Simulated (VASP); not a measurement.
# TiO2 (fluorite type) (Fm-3m) in VASP: notebook

TiO2 (fluorite type) is run at these levels: PBE; tasks: single point.

All numbers are computed with VASP 6.6.1; they aren't measurements. Logs are shortened: lines on timing, memory, paths and dates and some standing lists are left out, and cuts for length are marked.

**1. The cell of the first run**

The structure is cubic, space group Fm-3m (No. 225). Conventional cell: a = 4.329 Å, b = 4.329 Å, c = 4.329 Å, α = 90.00°, β = 90.00°, γ = 90.00°. Ti (site symmetry m-3m) has 8 O at 1.87 Å within 2.5 Å. O (site symmetry -43m) has 4 Ti at 1.87 Å and 6 O at 2.16 Å within 2.5 Å.

**2. Single point, PBE (volume scaled by 0.72)**

INCAR reads:

```
PREC = Accurate ; ENCUT = 520
EDIFF = 1E-6 ; ISMEAR = -1
SIGMA = 0.1 ; LREAL = F
LASPH = T ; NELM = 80
ALGO = Normal ; ISIF = 2
LWAVE = F ; LCHARG = T
GGA = PE ; LELF = T
LVHAR = T ; NBANDS = 19
```

KPOINTS reads:

```
regular mesh
0
Gamma
  12 12 12
```

POSCAR reads:

```
TiO2
1.0
    0.0000000000      2.1645133488      2.1645133488
    2.1645133488      0.0000000000      2.1645133488
    2.1645133488      2.1645133488      0.0000000000
Ti O
1 2
Direct
    0.0000000000      0.0000000000      0.0000000000
    0.2500000000      0.2500000000      0.2500000000
    0.7500000000      0.7500000000      0.7500000000
```

Potentials or basis: VASP PAW PBE potentials, release 64 (Ti_sv, O).

On the command line:

```bash
$ cat potpaw_PBE.64/Ti_sv/POTCAR potpaw_PBE.64/O/POTCAR > POTCAR
$ mpirun -np 1 vasp_std > vasp.out
```

OUTCAR:

```text
PREC = Accurate
   ENCUT = 520
   EDIFF = 1E-6
   ISMEAR = -1
   LREAL = F
   LASPH = T
   NELM = 80
   ISIF = 2
   GGA = PE

 ion  position               nearest neighbor table
   1  0.000  0.000  0.000-   3 1.87   3 1.87   3 1.87   2 1.87   3 1.87   2 1.87   2 1.87   2 1.87

   2  0.250  0.250  0.250-   1 1.87   1 1.87   1 1.87   1 1.87
   3  0.750  0.750  0.750-   1 1.87   1 1.87   1 1.87   1 1.87

  LATTYP: Found a face centered cubic cell.
 ALAT       =     4.3290266976

  Lattice vectors:

 A1 = (   0.0000000000,   2.1645133488,   2.1645133488)
 A2 = (   2.1645133488,   0.0000000000,   2.1645133488)
 A3 = (   2.1645133488,   2.1645133488,   0.0000000000)

Analysis of symmetry for initial positions (statically):
=====================================================================
 Subroutine PRICEL returns:
 Original cell was already a primitive cell.

 Routine SETGRP: Setting up the symmetry group for a
 face centered cubic supercell.

 Subroutine GETGRP returns: Found 48 space group operations
 (whereof 48 operations were pure point group operations)
 out of a pool of 48 trial point group operations.

The static configuration has the point symmetry O_h .

Analysis of symmetry for dynamics (positions and initial velocities):
=====================================================================
 Subroutine PRICEL returns:
 Original cell was already a primitive cell.

 Routine SETGRP: Setting up the symmetry group for a
 face centered cubic supercell.

 Subroutine GETGRP returns: Found 48 space group operations
 (whereof 48 operations were pure point group operations)
 out of a pool of 48 trial point group operations.

The dynamic configuration has the point symmetry O_h .

 Subroutine INISYM returns: Found 48 space group operations
 (whereof 48 operations are pure point group operations),
 and found     1 'primitive' translations

----------------------------------------------------------------------------------------

                                     Primitive cell

  volume of cell :      20.2820

  direct lattice vectors                    reciprocal lattice vectors
     0.000000000  2.164513349  2.164513349    -0.230998806  0.230998806  0.230998806
     2.164513349  0.000000000  2.164513349     0.230998806 -0.230998806  0.230998806
     2.164513349  2.164513349  0.000000000     0.230998806  0.230998806 -0.230998806

  length of vectors
     3.061084134  3.061084134  3.061084134     0.400101669  0.400101669  0.400101669

  position of ions in fractional coordinates (direct lattice)
     0.000000000  0.000000000  0.000000000
     0.250000000  0.250000000  0.250000000
     0.750000000  0.750000000  0.750000000

  ion indices of the primitive-cell ions
   primitive index   ion index
                 1           1
                 2           2
                 3           3

----------------------------------------------------------------------------------------

 KPOINTS: regular mesh

Automatic generation of k-mesh.
 Grid dimensions read from file:
 generate k-points for:   12   12   12

 Generating k-lattice:

  Cartesian coordinates                     Fractional coordinates (reciprocal lattice)
    -0.019249901  0.019249901  0.019249901     0.083333333  0.000000000  0.000000000
     0.019249901 -0.019249901  0.019249901     0.000000000  0.083333333  0.000000000
     0.019249901  0.019249901 -0.019249901     0.000000000  0.000000000  0.083333333

  Length of vectors
     0.033341806  0.033341806  0.033341806

  Shift w.r.t. Gamma in fractional coordinates (k-lattice)
     0.000000000  0.000000000  0.000000000

 Subroutine IBZKPT returns following result:
 ===========================================

 Found     72 irreducible k-points:

 Following reciprocal coordinates:
            Coordinates               Weight
  0.000000  0.000000  0.000000      1.000000
  0.083333  0.000000  0.000000      8.000000
  0.166667  0.000000  0.000000      8.000000
  0.250000  0.000000  0.000000      8.000000
  0.333333  0.000000  0.000000      8.000000
  0.416667  0.000000  0.000000      8.000000
[... 16 lines left out ...]
  0.500000  0.166667  0.000000     24.000000
 -0.416667  0.166667  0.000000     24.000000
 [... further k-points ...]
   k-points           NKPTS =     72   k-points in BZ     NKDIM =     72   number of bands    NBANDS=     19
   number of dos      NEDOS =    301   number of ions     NIONS =      3
   total plane-waves  NPLWV =  13824
   dimension x,y,z NGX =    24 NGY =   24 NGZ =   24
   dimension x,y,z NGXF=    48 NGYF=   48 NGZF=   48
   ions per type =               1   2
   NGX,Y,Z   is equivalent  to a cutoff of  13.03, 13.03, 13.03 a.u.
   NGXF,Y,Z  is equivalent  to a cutoff of  26.07, 26.07, 26.07 a.u.
 SYSTEM =  unknown system
   PREC   = accura    normal or accurate (medium, high low for compatibility)
   ISTART =      0    job   : 0-new  1-cont  2-samecut
   ICHARG =      2    charge: 1-file 2-atom 10-const
   ISPIN  =      1    spin polarized calculation?
   LNONCOLLINEAR =      F non collinear calculations
   LSORBIT =      F    spin-orbit coupling
   LASPH  =      T    aspherical Exc in radial PAW
   ENCUT  =  520.0 eV  38.22 Ry    6.18 a.u.   5.69  5.69  5.69*2*pi/ulx,y,z
   NELM   =     80;   NELMIN=  2; NELMDL= -5     # of ELM steps
   EDIFF  = 0.1E-05   stopping-criterion for ELM
   LREAL  =      F    real-space projection
   EDIFFG = 0.1E-04   stopping-criterion for IOM
   NSW    =      0    number of steps for IOM
   IBRION =     -1    ionic relax: 0-MD 1-quasi-New 2-CG
   NFREE  =      0    steps in history (QN), initial steepest desc. (CG)
   ISIF   =      2    stress and relaxation
   ISYM   =      2    0-nonsym 1-usesym 2-fastsym
   POTIM  = 0.5000    time-step for ionic-motion
   TEBEG  =    0.0;   TEEND  =   0.0 temperature during run
   PSTRESS=    0.0 pullay stress
   NELECT =      24.0000    total number of electrons
   NUPDOWN=      -1.0000    fix difference up-down
   EMIN   =  10.00;   EMAX   =-10.00  energy-range for DOS
   EFERMI =   0.00;   METHOD = LEGACY
   ISMEAR =    -1;   SIGMA  =   0.10  broadening in eV -4-tet -1-fermi 0-gaus
   EFERMI_NEDOS =   21; number of points for ismear=-14 and -15
   IALGO  =     38    algorithm
   IMIX   =      4    mixing-type and parameters
     AMIX     =   0.40;   BMIX     =  1.00
     AMIX_MAG =   1.60;   BMIX_MAG =  1.00
  volume/ion in A,a.u.               =       6.76        45.62
  Fermi-wavevector in a.u.,A,eV,Ry     =   1.731576  3.272205 40.795119  2.998357
  Thomas-Fermi vector in A             =   2.805916
   LORBIT       =      0    0 simple, 1 ext, 2 COOP (PROOUT), +10 PAW based schemes
   GGA     = PE    functional components
   LHFCALC =     F    Hartree Fock is set to
   AEXX    =    0.0000 exact exchange contribution
   IVDW    =     0    specifies the selected vdW correction
   LEPSILON=     F    determine dielectric tensor
   LRPA    =     F    only Hartree local field effects (RPA)
 non-spin polarized calculation
  energy-cutoff  :      520.00
  volume of cell :       20.28
 maximum number of plane-waves:       568
   NGX = 11   NGY = 11   NGZ = 11

 number of electron      23.9999992 magnetization

 Free energy of the ion-electron system (eV)
  ---------------------------------------------------
  ext. energy  EPLUGINS =         0.00000000
  ---------------------------------------------------
  free energy    TOTEN  =       -22.93391527 eV

  energy without entropy =      -22.93387788  energy(sigma->0) =      -22.93389657

 E-fermi :  12.5335     XC(G=0): -14.0484

 val. band max:       11.8837347366   @ k =   0.5000   0.5000   0.0000
 cond. band min:      13.1349257869   @ k =   0.0000   0.0000   0.0000
 fundamental gap:      1.2511910503
 Fermi energy:        12.5335244400

 k-point     1 :       0.0000    0.0000    0.0000
  band No.  band energies     occupation
      1     -45.3688      2.00000
      2     -21.4137      2.00000
      3     -21.4137      2.00000
      4     -21.4137      2.00000
      5     -10.2844      2.00000
      6      -4.3379      2.00000
[... 11 lines left out ...]
     18      22.0934      0.00000
     19      28.4047      0.00000

 k-point     2 :       0.0833    0.0000    0.0000
  band No.  band energies     occupation
      1     -45.3613      2.00000
      2     -21.4867      2.00000
      3     -21.4212      2.00000
      4     -21.4212      2.00000
      5     -10.1249      2.00000
      6      -4.5694      2.00000
[... 11 lines left out ...]
     18      22.2898      0.00000
     19      28.6154      0.00000

 k-point     3 :       0.1667    0.0000    0.0000
  band No.  band energies     occupation
      1     -45.3410      2.00000
      2     -21.6792      2.00000
      3     -21.4416      2.00000
      4     -21.4416      2.00000
      5      -9.6936      2.00000
      6      -5.1080      2.00000
[... 11 lines left out ...]
     18      22.8674      0.00000
     19      29.0892      0.00000

 k-point     4 :       0.2500    0.0000    0.0000
  band No.  band energies     occupation
      1     -45.3130      2.00000
      2     -21.9281      2.00000
      3     -21.4693      2.00000
      4     -21.4693      2.00000
      5      -9.1195      2.00000
      6      -5.6774      2.00000
[... 11 lines left out ...]
     18      23.4283      0.00000
     19      29.7542      0.00000

 k-point     5 :       0.3333    0.0000    0.0000
  band No.  band energies     occupation
      1     -45.2849      2.00000
      2     -22.1630      2.00000
      3     -21.4968      2.00000
      4     -21.4968      2.00000
      5      -8.5940      2.00000
      6      -6.0715      2.00000
[... 11 lines left out ...]
     18      23.5274      0.00000
     19      30.6988      0.00000

 k-point     6 :       0.4167    0.0000    0.0000
  band No.  band energies     occupation
      1     -45.2642      2.00000
      2     -22.3275      2.00000
      3     -21.5167      2.00000
      4     -21.5167      2.00000
      5      -8.2901      2.00000
      6      -6.2104      2.00000
[... 11 lines left out ...]
     18      23.2345      0.00000
     19      31.6939      0.00000

 k-point     7 :       0.5000    0.0000    0.0000
  band No.  band energies     occupation
      1     -45.2566      2.00000
      2     -22.3863      2.00000
      3     -21.5240      2.00000
      4     -21.5240      2.00000
      5      -8.2102      2.00000
      6      -6.2164      2.00000
[... 11 lines left out ...]
     18      23.0385      0.00000
     19      32.1436      0.00000

 k-point     8 :       0.0833    0.0833    0.0000
  band No.  band energies     occupation
      1     -45.3589      2.00000
      2     -21.4929      2.00000
      3     -21.4327      2.00000
      4     -21.4327      2.00000
      5     -10.0706      2.00000
      6      -4.6430      2.00000
[... 256 lines left out ...]
 k-point    20 :       0.2500    0.1667    0.0000
  band No.  band energies     occupation
      1     -45.3107      2.00000
      2     -21.8609      2.00000
      3     -21.5193      2.00000
      4     -21.5173      2.00000
      5      -9.0052      2.00000
      6      -5.7718      2.00000
[... 11 lines left out ...]
     18      23.0155      0.00000
     19      29.6312      0.00000

 k-point    21 :       0.3333    0.1667    0.0000
  band No.  band energies     occupation
      1     -45.2852      2.00000
      2     -22.0490      2.00000
      3     -21.5701      2.00000
      4     -21.5467      2.00000
      5      -8.4508      2.00000
      6      -6.1863      2.00000
[... 11 lines left out ...]
     18      23.5675      0.00000
     19      30.4628      0.00000

 k-point    22 :       0.4167    0.1667    0.0000
  band No.  band energies     occupation
      1     -45.2620      2.00000
      2     -22.2053      2.00000
      3     -21.6313      2.00000
      4     -21.5647      2.00000
      5      -8.0043      2.00000
      6      -6.4219      2.00000
[... 11 lines left out ...]
     18      23.8178      0.00000
     19      31.3204      0.00000

 k-point    23 :       0.5000    0.1667    0.0000
  band No.  band energies     occupation
      1     -45.2475      2.00000
      2     -22.2930      2.00000
      3     -21.6864      2.00000
      4     -21.5667      2.00000
      5      -7.8114      2.00000
      6      -6.4421      2.00000
[... 11 lines left out ...]
     18      23.7697      0.00000
     19      32.0447      0.00000

 k-point    24 :      -0.4167    0.1667    0.0000
  band No.  band energies     occupation
      1     -45.2456      2.00000
      2     -22.2955      2.00000
      3     -21.7180      2.00000
      4     -21.5521      2.00000
      5      -7.8003      2.00000
      6      -6.4274      2.00000
[... 11 lines left out ...]
     18      23.7815      0.00000
     19      32.2166      0.00000

 [... further k-points ...]

------------------------ aborting loop because EDIFF is reached ----------------------------------------

  FORCE on cell =-STRESS in cart. coord.  units (eV):
  Direction    XX          YY          ZZ          XY          YZ          ZX
  --------------------------------------------------------------------------------------
  -------------------------------------------------------------------------------------
  Total       20.8383738     20.8383738     20.8383738      0.0000000      0.0000000      0.0000000
  in kB     1646.1280142   1646.1280142   1646.1280142      0.0000000      0.0000000      0.0000000
  external PRESSURE =    1646.1280142 kB  Pullay stress =       0.0000000 kB

 VOLUME and BASIS-vectors are now :
 -----------------------------------------------------------------------------
  energy-cutoff  :      520.00
  volume of cell :       20.28
      direct lattice vectors                 reciprocal lattice vectors
     0.000000000  2.164513349  2.164513349    -0.230998806  0.230998806  0.230998806
     2.164513349  0.000000000  2.164513349     0.230998806 -0.230998806  0.230998806
     2.164513349  2.164513349  0.000000000     0.230998806  0.230998806 -0.230998806

 POSITION                                       TOTAL-FORCE (eV/Angst)
 -----------------------------------------------------------------------------------
      0.00000      0.00000      0.00000         0.000000      0.000000     -0.000000
      1.08226      1.08226      1.08226         0.000000      0.000000      0.000000
      3.24677      3.24677      3.24677        -0.000000     -0.000000     -0.000000
 -----------------------------------------------------------------------------------
    total drift:                               -0.000000      0.000000      0.000000

  FREE ENERGIE OF THE ION-ELECTRON SYSTEM (eV)
  ---------------------------------------------------
  free  energy   TOTEN  =       -22.9339152662 eV

  energy  without entropy=      -22.9338778762  energy(sigma->0) =      -22.93389657
```

Wall time 42 s (1 thread of AMD EPYC 7R43 (Zen 3), shared host); peak memory 0.12 GiB.

Results:

```yaml
Free_energy: -22.9339 eV
Pressure: 164.6 GPa
Band_gap_on_the_k_mesh: 1.25 eV, indirect (least direct gap 2.42 eV)
```

 A k mesh can miss the band edges.

**3. Single point, PBE (volume scaled by 0.8)**

INCAR reads:

```
SYSTEM = TiO2
  PREC = Accurate
  ENCUT = 520
  EDIFF = 1E-6
  ISMEAR = -1
  SIGMA = 0.1
  LREAL = .FALSE.
  LASPH = .TRUE.
  NELM = 60
  ALGO = Normal
  ISIF = 2
  LWAVE = .FALSE.
  LCHARG = .TRUE.
  GGA = PE
  LELF = .TRUE.
  LVHAR = .TRUE.
  NBANDS = 19
```

KPOINTS reads:

```
regular mesh
0
G
  12 12 12
  0 0 0
```

POSCAR reads:

```
TiO2
1.0
    0.0000000000      2.2418820790      2.2418820790
    2.2418820790      0.0000000000      2.2418820790
    2.2418820790      2.2418820790      0.0000000000
Ti O
1 2
Direct
    0.0000000000      0.0000000000      0.0000000000
    0.2500000000      0.2500000000      0.2500000000
    0.7500000000      0.7500000000      0.7500000000
```

Potentials or basis: VASP PAW PBE potentials, release 64 (Ti_sv, O).

On the command line:

```bash
$ cat potpaw_PBE.64/Ti_sv/POTCAR potpaw_PBE.64/O/POTCAR > POTCAR
$ mpirun -np 1 vasp_std > vasp.out
```

Wall time 37 s (1 thread of AMD EPYC 7R43 (Zen 3), shared host); peak memory 0.12 GiB.

It converged, with:

| Item | Value |
| --- | --- |
| Free energy | -24.6945 eV |
| Pressure | 90.4 GPa |
| Band gap on the k mesh | 1.24 eV, indirect (least direct gap 2.29 eV) |

Levels at points of the mesh, in eV from the valence-band top:
| k point | band 8 | band 9 | band 10 | band 11 | band 12 | band 13 | band 14 | band 15 | band 16 | band 17 |
| --- | --- | --- | --- | --- | --- | --- | --- | --- | --- | --- |
| (0.00, 0.00, 0.00) | -7.59 | -7.59 | -1.06 | -1.06 | -1.06 | 1.24 | 1.24 | 7.01 | 7.01 | 7.01 |
| (0.50, 0.00, 0.00) | -6.28 | -4.05 | -3.70 | -3.02 | -3.02 | 1.78 | 1.78 | 4.05 | 6.45 | 6.45 |
| (0.50, 0.50, 0.00) | -5.49 | -5.49 | -2.62 | -2.62 | 0.00 | 2.29 | 2.31 | 4.18 | 5.34 | 5.34 |

**4. Single point, PBE (volume scaled by 0.88)**

INCAR reads:

```
PREC = Accurate
ENCUT = 520
EDIFF = 1E-6
ISMEAR = -1
SIGMA = 0.1
LREAL = False
LASPH = True
NELM = 100
ALGO = Normal
ISIF = 2
LWAVE = False
LCHARG = True
GGA = PE
LELF = True
LVHAR = True
NBANDS = 19
```

KPOINTS reads:

```
Automatic mesh
0
Gamma
  12 12 12
```

POSCAR reads:

```
TiO2
1.0
    0.0000000000      2.3142502914      2.3142502914
    2.3142502914      0.0000000000      2.3142502914
    2.3142502914      2.3142502914      0.0000000000
Ti O
1 2
Direct
    0.0000000000      0.0000000000      0.0000000000
    0.2500000000      0.2500000000      0.2500000000
    0.7500000000      0.7500000000      0.7500000000
```

On the command line:

```bash
$ cat potpaw_PBE.64/Ti_sv/POTCAR potpaw_PBE.64/O/POTCAR > POTCAR
$ mpirun -np 1 vasp_std > vasp.out
```

Run time: 42 s. Hardware: 1 thread of AMD EPYC 7R43 (Zen 3), shared host; peak memory 0.12 GiB.

It converged, with:

- Free energy: -25.6126 eV
- Pressure: 42.8 GPa
- Band gap on the k mesh: 1.20 eV, indirect (least direct gap 2.07 eV)

Levels at points of the mesh, in eV from the valence-band top:
| k point | band 10 | band 11 | band 12 | band 13 | band 14 | band 15 |
| --- | --- | --- | --- | --- | --- | --- |
| (0.00, 0.00, 0.00) | -0.97 | -0.97 | -0.97 | 1.20 | 1.20 | 6.20 |
| (0.50, 0.00, 0.00) | -3.51 | -2.79 | -2.79 | 1.64 | 1.64 | 3.45 |
| (0.50, 0.50, 0.00) | -2.36 | -2.36 | 0.00 | 2.07 | 2.08 | 3.52 |

 A k mesh can miss the band edges.

**5. Overview**

| cell | gap on the mesh (eV) | pressure (GPa) |
| --- | --- | --- |
| a = 3.061 Å, angles 60.0°, 3 atoms | 1.25 | 164.6 |
| a = 3.171 Å, angles 60.0°, 3 atoms | 1.24 | 90.4 |
| a = 3.273 Å, angles 60.0°, 3 atoms | 1.20 | 42.8 |

Alike in all rows: task single point; level PBE; potentials or basis VASP PAW PBE potentials, release 64 (Ti_sv, O); no spin polarisation; k mesh 12 × 12 × 12; cutoff (eV) 520; smearing fermi-dirac 0.1 eV.

Total energies depend on the potentials used, so only differences within one code and one set of settings carry meaning.
